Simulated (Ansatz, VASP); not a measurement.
Zn: VASP beside Ansatz

```
Zn
1.0
     0.00000    1.95365    1.95365
     1.95365    0.00000    1.95365
     1.95365    1.95365    0.00000
Zn
1
Direct
  0.00000 0.00000 0.00000
```

Alike in both runs: task relaxation of cell and atoms; functional PBE; k mesh 18 × 18 × 18; occupations gaussian, width 0.1 eV; no spin polarisation.

```csv
,VASP,Ansatz
version,VASP 6.6.1,Ansatz 0.2.0
potentials or method,"VASP PAW PBE potentials, release 64 (Zn), cutoff 600 eV","scalar-relativistic, plane waves, PAW"
valence electrons in the cell,12,12
```

|  | VASP | Ansatz | Ansatz less VASP |
| --- | --- | --- | --- |
| gap on the k mesh at the Fermi level, each at its own relaxed structure (eV) | none | none | - |
| relaxed volume (Å³/atom) | 15.21 | 15.15 | -0.052 |
| relaxed cell length with the largest relative difference (Å) | 2.781 | 2.778 | -0.0032 |

A gap of «none» marks a metal or a gap that the smearing closes.
